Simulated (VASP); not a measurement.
# TiAl (P4/mmm) in VASP: notebook

The runs below take TiAl through single point, with PBEsol.

Program: VASP 6.6.1. These are calculated values, not measurements. Logs are shortened: lines on timing, memory, paths and dates and some standing lists are left out, and cuts for length are marked.

### 1 The cell of the first run

The structure is tetragonal, space group P4/mmm (No. 123). Conventional cell: a = 2.877 Å, b = 2.877 Å, c = 3.799 Å, α = 90.00°, β = 90.00°, γ = 90.00°. Within 3.8 Å of Ti (site symmetry 4/mmm) lie 8 Al at 2.78 Å and 6 Ti at 2.88 to 3.80 Å. Within 3.8 Å of Al (site symmetry 4/mmm) lie 8 Ti at 2.78 Å and 6 Al at 2.88 to 3.80 Å.

### 2 Single point, PBEsol (15.72 Å³/atom)

Contents of INCAR:

```
SYSTEM = TiAl
PREC     = Accurate       ! precision mode
ENCUT    = 520            ! plane-wave cutoff, eV
EDIFF    = 1E-7           ! SCF threshold, eV
ISMEAR   = 0              ! smearing method
SIGMA    = 0.15           ! smearing width, eV
LREAL    = .False.        ! projectors in reciprocal space
LASPH    = .True.         ! aspherical terms in the spheres
NELM     = 60             ! most SCF steps
ALGO     = Fast           ! electronic algorithm
ISIF     = 2              ! what is computed and relaxed
LWAVE    = .False.        ! write WAVECAR
LCHARG   = .False.        ! write CHGCAR
GGA      = PS             ! functional
NBANDS   = 14             ! bands
```

Contents of KPOINTS:

```
Automatic mesh
0
Gamma
  16 16 16
  0 0 0
```

Contents of POSCAR:

```
TiAl
1.0
    2.8765986375      0.0000000000      0.0000000000
    0.0000000000      2.8765986375      0.0000000000
    0.0000000000      0.0000000000      3.7991238205
Ti Al
1 1
Direct
    0.0000000000      0.0000000000      0.0000000000
    0.5000000000      0.5000000000      0.5000000000
```

Potentials or basis: VASP PAW PBE potentials, release 64 (Ti_sv, Al).

Run with:

```bash
cat potpaw_PBE.64/Ti_sv/POTCAR potpaw_PBE.64/Al/POTCAR > POTCAR
mpirun -np 1 vasp_std > vasp.out
```

OUTCAR:

```text
SYSTEM = TiAl
   PREC = Accurate
   ENCUT = 520
   EDIFF = 1E-7
   ISMEAR = 0
   LREAL = .False.
   LASPH = .True.
   NELM = 60
   ISIF = 2
   GGA = PS

 ion  position               nearest neighbor table
   1  0.000  0.000  0.000-   2 2.78   2 2.78   2 2.78   2 2.78   2 2.78   2 2.78   2 2.78   2 2.78

   2  0.500  0.500  0.500-   1 2.78   1 2.78   1 2.78   1 2.78   1 2.78   1 2.78   1 2.78   1 2.78

  LATTYP: Found a simple tetragonal cell.
 ALAT       =     2.8765986375
 C/A-ratio  =     1.3207000000

  Lattice vectors:

 A1 = (   2.8765986375,   0.0000000000,   0.0000000000)
 A2 = (   0.0000000000,   2.8765986375,   0.0000000000)
 A3 = (   0.0000000000,   0.0000000000,   3.7991238205)

Analysis of symmetry for initial positions (statically):
=====================================================================
 Subroutine PRICEL returns:
 Original cell was already a primitive cell.

 Routine SETGRP: Setting up the symmetry group for a
 simple tetragonal supercell.

 Subroutine GETGRP returns: Found 16 space group operations
 (whereof 16 operations were pure point group operations)
 out of a pool of 16 trial point group operations.

The static configuration has the point symmetry D_4h.

Analysis of symmetry for dynamics (positions and initial velocities):
=====================================================================
 Subroutine PRICEL returns:
 Original cell was already a primitive cell.

 Routine SETGRP: Setting up the symmetry group for a
 simple tetragonal supercell.

 Subroutine GETGRP returns: Found 16 space group operations
 (whereof 16 operations were pure point group operations)
 out of a pool of 16 trial point group operations.

The dynamic configuration has the point symmetry D_4h.

 Subroutine INISYM returns: Found 16 space group operations
 (whereof 16 operations are pure point group operations),
 and found     1 'primitive' translations

----------------------------------------------------------------------------------------

                                     Primitive cell

  volume of cell :      31.4371

  direct lattice vectors                    reciprocal lattice vectors
     2.876598637  0.000000000  0.000000000     0.347632787  0.000000000  0.000000000
     0.000000000  2.876598637  0.000000000     0.000000000  0.347632787  0.000000000
     0.000000000  0.000000000  3.799123821     0.000000000  0.000000000  0.263218586

  length of vectors
     2.876598637  2.876598637  3.799123821     0.347632787  0.347632787  0.263218586

  position of ions in fractional coordinates (direct lattice)
     0.000000000  0.000000000  0.000000000
     0.500000000  0.500000000  0.500000000

  ion indices of the primitive-cell ions
   primitive index   ion index
                 1           1
                 2           2

----------------------------------------------------------------------------------------

 KPOINTS: Automatic mesh

Automatic generation of k-mesh.
 Grid dimensions read from file:
 generate k-points for:   16   16   16

 Generating k-lattice:

  Cartesian coordinates                     Fractional coordinates (reciprocal lattice)
     0.021727049  0.000000000  0.000000000     0.062500000  0.000000000  0.000000000
     0.000000000  0.021727049  0.000000000     0.000000000  0.062500000  0.000000000
     0.000000000  0.000000000  0.016451162     0.000000000  0.000000000  0.062500000

  Length of vectors
     0.021727049  0.021727049  0.016451162

  Shift w.r.t. Gamma in fractional coordinates (k-lattice)
     0.000000000  0.000000000  0.000000000

 Subroutine IBZKPT returns following result:
 ===========================================

 Found    405 irreducible k-points:

 Following reciprocal coordinates:
            Coordinates               Weight
  0.000000  0.000000  0.000000      1.000000
  0.062500  0.000000  0.000000      4.000000
  0.125000  0.000000  0.000000      4.000000
  0.187500  0.000000  0.000000      4.000000
  0.250000  0.000000  0.000000      4.000000
  0.312500  0.000000  0.000000      4.000000
[... 16 lines left out ...]
  0.437500  0.125000  0.000000      8.000000
  0.500000  0.125000  0.000000      4.000000
 [... further k-points ...]
   k-points           NKPTS =    405   k-points in BZ     NKDIM =    405   number of bands    NBANDS=     14
   number of dos      NEDOS =    301   number of ions     NIONS =      2
   total plane-waves  NPLWV =  16128
   dimension x,y,z NGX =    24 NGY =   24 NGZ =   28
   dimension x,y,z NGXF=    48 NGYF=   48 NGZF=   56
   ions per type =               1   1
   NGX,Y,Z   is equivalent  to a cutoff of  13.87, 13.87, 12.25 a.u.
   NGXF,Y,Z  is equivalent  to a cutoff of  27.74, 27.74, 24.51 a.u.
 SYSTEM =  TiAl
   PREC   = accura    normal or accurate (medium, high low for compatibility)
   ISTART =      0    job   : 0-new  1-cont  2-samecut
   ICHARG =      2    charge: 1-file 2-atom 10-const
   ISPIN  =      1    spin polarized calculation?
   LNONCOLLINEAR =      F non collinear calculations
   LSORBIT =      F    spin-orbit coupling
   LASPH  =      T    aspherical Exc in radial PAW
   ENCUT  =  520.0 eV  38.22 Ry    6.18 a.u.   5.35  5.35  7.06*2*pi/ulx,y,z
   NELM   =     60;   NELMIN=  2; NELMDL= -5     # of ELM steps
   EDIFF  = 0.1E-06   stopping-criterion for ELM
   LREAL  =      F    real-space projection
   EDIFFG = 0.1E-05   stopping-criterion for IOM
   NSW    =      0    number of steps for IOM
   IBRION =     -1    ionic relax: 0-MD 1-quasi-New 2-CG
   NFREE  =      0    steps in history (QN), initial steepest desc. (CG)
   ISIF   =      2    stress and relaxation
   ISYM   =      2    0-nonsym 1-usesym 2-fastsym
   POTIM  = 0.5000    time-step for ionic-motion
   TEBEG  =    0.0;   TEEND  =   0.0 temperature during run
   PSTRESS=    0.0 pullay stress
   NELECT =      15.0000    total number of electrons
   NUPDOWN=      -1.0000    fix difference up-down
   EMIN   =  10.00;   EMAX   =-10.00  energy-range for DOS
   EFERMI =   0.00;   METHOD = LEGACY
   ISMEAR =     0;   SIGMA  =   0.15  broadening in eV -4-tet -1-fermi 0-gaus
   EFERMI_NEDOS =   21; number of points for ismear=-14 and -15
   IALGO  =     68    algorithm
   IMIX   =      4    mixing-type and parameters
     AMIX     =   0.40;   BMIX     =  1.00
     AMIX_MAG =   1.60;   BMIX_MAG =  1.00
  volume/ion in A,a.u.               =      15.72       106.07
  Fermi-wavevector in a.u.,A,eV,Ry     =   1.279257  2.417446 22.265926  1.636499
  Thomas-Fermi vector in A             =   2.411753
   LORBIT       =      0    0 simple, 1 ext, 2 COOP (PROOUT), +10 PAW based schemes
   GGA     = PS    functional components
   LHFCALC =     F    Hartree Fock is set to
   AEXX    =    0.0000 exact exchange contribution
   IVDW    =     0    specifies the selected vdW correction
   LEPSILON=     F    determine dielectric tensor
   LRPA    =     F    only Hartree local field effects (RPA)
 non-spin polarized calculation
 RMM-DIIS sequential band-by-band and
 Gauss-broadening in eV      SIGMA  =   0.15
  energy-cutoff  :      520.00
  volume of cell :       31.44
 maximum number of plane-waves:       868
 NGX is ok and might be reduce to    24
   NGX = 11   NGY = 11   NGZ = 15

 number of electron      15.0000008 magnetization

 Free energy of the ion-electron system (eV)
  ---------------------------------------------------
  ext. energy  EPLUGINS =         0.00000000
  ---------------------------------------------------
  free energy    TOTEN  =       -13.22321844 eV

  energy without entropy =      -13.20251329  energy(sigma->0) =      -13.21286586

 E-fermi :   8.6170     XC(G=0): -11.2779

 val. band max:        8.6108697669   @ k =   0.5000   0.1250   0.1250
 cond. band min:       8.6188387899   @ k =   0.4375   0.1875   0.3750
 fundamental gap:      0.0079690231
 Fermi energy:         8.6169591740

 k-point     1 :       0.0000    0.0000    0.0000
  band No.  band energies     occupation
      1     -47.7491      2.00000
      2     -24.2332      2.00000
      3     -23.8588      2.00000
      4     -23.8588      2.00000
      5      -0.5433      2.00000
      6       6.8423      2.00000
      7       7.6764      2.00000
      8       9.2382      0.00000
      9      10.6600      0.00000
     10      10.6600      0.00000
     11      11.6870      0.00000
     12      15.9529      0.00000
     13      16.1932      0.00000
     14      16.1932      0.00000

 k-point     2 :       0.0625    0.0000    0.0000
  band No.  band energies     occupation
      1     -47.7473      2.00000
      2     -24.2314      2.00000
      3     -23.8751      2.00000
      4     -23.8574      2.00000
      5      -0.4680      2.00000
      6       6.8949      2.00000
      7       7.6957      2.00000
      8       9.0650      0.00002
      9      10.6728      0.00000
     10      10.8582      0.00000
     11      11.6039      0.00000
     12      15.3658      0.00000
     13      15.9410      0.00000
     14      16.3055      0.00000

 k-point     3 :       0.1250    0.0000    0.0000
  band No.  band energies     occupation
      1     -47.7421      2.00000
      2     -24.2261      2.00000
      3     -23.9213      2.00000
      4     -23.8534      2.00000
      5      -0.2441      2.00000
      6       7.0407      2.00000
      7       7.7310      2.00000
      8       8.7014      0.42600
      9      10.7096      0.00000
     10      11.3015      0.00000
     11      11.3831      0.00000
     12      14.1067      0.00000
     13      15.8910      0.00000
     14      16.6193      0.00000
[... 324 lines left out ...]
 k-point    23 :       0.4375    0.1250    0.0000
  band No.  band energies     occupation
      1     -47.6956      2.00000
      2     -24.2518      2.00000
      3     -24.1790      2.00000
      4     -23.8823      2.00000
      5       3.0953      2.00000
      6       5.0008      2.00000
      7       7.3887      2.00000
      8       8.5311      1.58167
      9       9.7031      0.00000
     10      10.3854      0.00000
     11      12.7104      0.00000
     12      15.1211      0.00000
     13      15.1801      0.00000
     14      17.7141      0.00000

 k-point    24 :       0.5000    0.1250    0.0000
  band No.  band energies     occupation
      1     -47.6937      2.00000
      2     -24.2672      2.00000
      3     -24.1772      2.00000
      4     -23.8808      2.00000
      5       3.8942      2.00000
      6       4.1507      2.00000
      7       7.3418      2.00000
      8       8.6223      0.95987
      9       9.6064      0.00000
     10      10.4067      0.00000
     11      12.8737      0.00000
     12      15.0654      0.00000
     13      15.4980      0.00000
     14      16.9553      0.00000

 [... further k-points ...]

------------------------ aborting loop because EDIFF is reached ----------------------------------------

  FORCE on cell =-STRESS in cart. coord.  units (eV):
  Direction    XX          YY          ZZ          XY          YZ          ZX
  --------------------------------------------------------------------------------------
  -------------------------------------------------------------------------------------
  Total       -0.3043654     -0.3043654      0.8029621      0.0000000      0.0000000      0.0000000
  in kB      -15.5118575    -15.5118575     40.9226406      0.0000000      0.0000000      0.0000000
  external PRESSURE =       3.2996418 kB  Pullay stress =       0.0000000 kB

 VOLUME and BASIS-vectors are now :
 -----------------------------------------------------------------------------
  energy-cutoff  :      520.00
  volume of cell :       31.44
      direct lattice vectors                 reciprocal lattice vectors
     2.876598637  0.000000000  0.000000000     0.347632787  0.000000000  0.000000000
     0.000000000  2.876598637  0.000000000     0.000000000  0.347632787  0.000000000
     0.000000000  0.000000000  3.799123821     0.000000000  0.000000000  0.263218586

 POSITION                                       TOTAL-FORCE (eV/Angst)
 -----------------------------------------------------------------------------------
      0.00000      0.00000      0.00000         0.000000      0.000000      0.000000
      1.43830      1.43830      1.89956         0.000000      0.000000      0.000000
 -----------------------------------------------------------------------------------
    total drift:                                0.000000      0.000000      0.000000

  FREE ENERGIE OF THE ION-ELECTRON SYSTEM (eV)
  ---------------------------------------------------
  free  energy   TOTEN  =       -13.2232184428 eV

  energy  without entropy=      -13.2025132853  energy(sigma->0) =      -13.21286586
```

Run time: 1.9 min. Hardware: 1 thread of Intel Xeon 6975P-C (Granite Rapids), shared host; peak memory 0.29 GiB.

Results:

* Free energy: -13.2232 eV
* Pressure: 0.3 GPa
* Band gap on the k mesh: zero (an odd number of electrons rules out a gap without spin polarisation)

Stress tensor (GPa, compression positive):
```
-1.55  0.00  0.00
 0.00 -1.55  0.00
 0.00  0.00  4.09
```

Caveat: the stress differs along the axes, from -2 to 4 GPa; the PAW data sets were made with another functional, which shifts forces and pressure a little.

### 3 Single point, PBEsol (15.72 Å³/atom)

Contents of INCAR:

```
SYSTEM = TiAl
  PREC = Accurate
  ENCUT = 520
  EDIFF = 1E-7
  ISMEAR = 0
  SIGMA = 0.15
  LREAL = .FALSE.
  LASPH = .TRUE.
  NELM = 60
  ALGO = Fast
  ISIF = 2
  LWAVE = .FALSE.
  LCHARG = .TRUE.
  GGA = PS
  LELF = .TRUE.
  LVHAR = .TRUE.
  NBANDS = 14
```

Contents of KPOINTS:

```
Automatic mesh
0
G
  16 16 16
  0 0 0
```

Contents of POSCAR:

```
TiAl
1.0
    3.3057827061      0.0000000000      0.0000000000
    0.0000000000      3.3057827061      0.0000000000
    0.0000000000      0.0000000000      2.8766921109
Ti Al
1 1
Direct
    0.0000000000      0.0000000000      0.0000000000
    0.5000000000      0.5000000000      0.5000000000
```

Potentials or basis: VASP PAW PBE potentials, release 64 (Ti_sv, Al).

Run with:

```bash
cat potpaw_PBE.64/Ti_sv/POTCAR potpaw_PBE.64/Al/POTCAR > POTCAR
mpirun -np 1 vasp_std > vasp.out
```

Wall time 3 min (1 thread of Intel Xeon 6975P-C (Granite Rapids), shared host); peak memory 0.3 GiB.

Results (log left out):

| Quantity | Value |
| --- | --- |
| Free energy | -12.9998 eV |
| Pressure | 0.8 GPa |
| Band gap on the k mesh | zero (an odd number of electrons rules out a gap without spin polarisation) |

Stress tensor (GPa, compression positive):
```
0.83 0.00 0.00
0.00 0.83 0.00
0.00 0.00 0.62
```

Levels at points of the mesh, in eV from the Fermi level:
| k point | band 3 | band 4 | band 5 | band 6 | band 7 | band 8 | band 9 | band 10 | band 11 | band 12 |
| --- | --- | --- | --- | --- | --- | --- | --- | --- | --- | --- |
| (0.00, 0.00, 0.00) | -32.89 | -32.64 | -9.29 | -1.59 | -1.31 | 1.44 | 2.28 | 2.28 | 3.37 | 3.37 |
| (0.50, 0.00, 0.00) | -32.88 | -32.63 | -6.41 | -5.28 | -0.67 | -0.37 | 1.31 | 2.41 | 2.65 | 6.31 |
| (0.50, 0.50, 0.00) | -33.00 | -32.62 | -5.58 | -2.47 | -2.47 | -1.64 | 1.59 | 1.59 | 2.52 | 3.92 |
| (0.00, 0.00, 0.50) | -32.84 | -32.84 | -4.98 | -4.91 | -0.24 | -0.24 | -0.21 | 1.88 | 4.22 | 6.66 |
| (0.50, 0.00, 0.50) | -32.96 | -32.83 | -4.62 | -2.14 | -1.28 | -1.25 | 0.26 | 0.63 | 2.91 | 5.07 |
| (0.50, 0.50, 0.50) | -32.94 | -32.94 | -3.04 | -3.02 | -3.02 | 1.00 | 2.68 | 2.92 | 2.92 | 3.27 |

Caveat: the PAW data sets were made with another functional, which shifts forces and pressure a little.

### 4 Single point, PBEsol (15.72 Å³/atom)

Contents of INCAR:

```
PREC     = Accurate       # precision mode
ENCUT    = 520            # plane-wave cutoff, eV
EDIFF    = 1E-6           # SCF threshold, eV
ISMEAR   = 0              # smearing method
SIGMA    = 0.15           # smearing width, eV
LREAL    = False          # projectors in reciprocal space
LASPH    = True           # aspherical terms in the spheres
NELM     = 100            # most SCF steps
ALGO     = Fast           # electronic algorithm
ISIF     = 2              # what is computed and relaxed
LWAVE    = False          # write WAVECAR
LCHARG   = True           # write CHGCAR
GGA      = PS             # functional
LELF     = True           # ELF
LVHAR    = True         
NBANDS   = 14             # bands
```

Contents of KPOINTS:

```
regular mesh
0
Gamma
  16 16 16
```

Contents of POSCAR:

```
TiAl
1.0
    2.8106926653      0.0000000000      0.0000000000
    0.0000000000      2.8106926653      0.0000000000
    0.0000000000      0.0000000000      3.9793786756
Ti Al
1 1
Direct
    0.0000000000      0.0000000000      0.0000000000
    0.5000000000      0.5000000000      0.5000000000
```

Run with:

```bash
cat potpaw_PBE.64/Ti_sv/POTCAR potpaw_PBE.64/Al/POTCAR > POTCAR
mpirun -np 1 vasp_std > vasp.out
```

It took 2.2 min on 1 thread of Intel Xeon 6975P-C (Granite Rapids), shared host; peak memory 0.29 GiB.

It converged, with:

- Free energy: -13.2571 eV
- Pressure: 0.5 GPa
- Band gap on the k mesh: zero (an odd number of electrons rules out a gap without spin polarisation)

Stress tensor (GPa, compression positive):
```
-0.05  0.00  0.00
 0.00 -0.05  0.00
 0.00  0.00  1.58
```

Levels at points of the mesh, in eV from the Fermi level:
```
           k point  band 5  band 6  band 7  band 8  band 9  band 10  band 11  band 12
(0.00, 0.00, 0.00)   -9.16   -1.90   -0.88   -0.12    2.20     2.20     3.34     6.61
(0.50, 0.00, 0.00)   -4.65   -4.61   -1.70   -0.26    1.71     2.57     4.56     5.36
(0.50, 0.50, 0.00)   -3.34   -0.52   -0.50   -0.50   -0.23    -0.23     4.33     5.26
(0.00, 0.00, 0.50)   -7.57   -5.32   -0.69    0.75    1.79     1.79     3.36     7.91
(0.50, 0.00, 0.50)   -5.00   -2.94   -1.23   -1.15    1.48     1.77     2.30     4.10
(0.50, 0.50, 0.50)   -2.64   -2.38   -2.38    1.89    2.23     2.71     4.23     4.23
```

Caveat: the PAW data sets were made with another functional, which shifts forces and pressure a little.

### 5 The runs side by side

| cell | further INCAR settings | gap on the mesh (eV) | pressure (GPa) |
| --- | --- | --- | --- |
| a = 2.877, b = 2.877, c = 3.799 Å, 2 atoms | ALGO = Fast; EDIFF = 1e-07; NBANDS = 14 | none | 0.3 |
| a = 3.306, b = 3.306, c = 2.877 Å, 2 atoms | ALGO = Fast; EDIFF = 1e-07; NBANDS = 14 | none | 0.8 |
| a = 2.811, b = 2.811, c = 3.979 Å, 2 atoms | ALGO = Fast; EDIFF = 1e-06; NBANDS = 14 | none | 0.5 |

Alike in all rows: task single point; level PBEsol; potentials or basis VASP PAW PBE potentials, release 64 (Ti_sv, Al); no spin polarisation; k mesh 16 × 16 × 16; cutoff (eV) 520; smearing gaussian 0.15 eV.

Caveats: the PAW data sets were made with another functional, which shifts forces and pressure a little; the stress differs along the axes, from -2 to 4 GPa (at least some runs).

Total energies depend on the potentials used, so only differences within one code and one set of settings carry meaning.
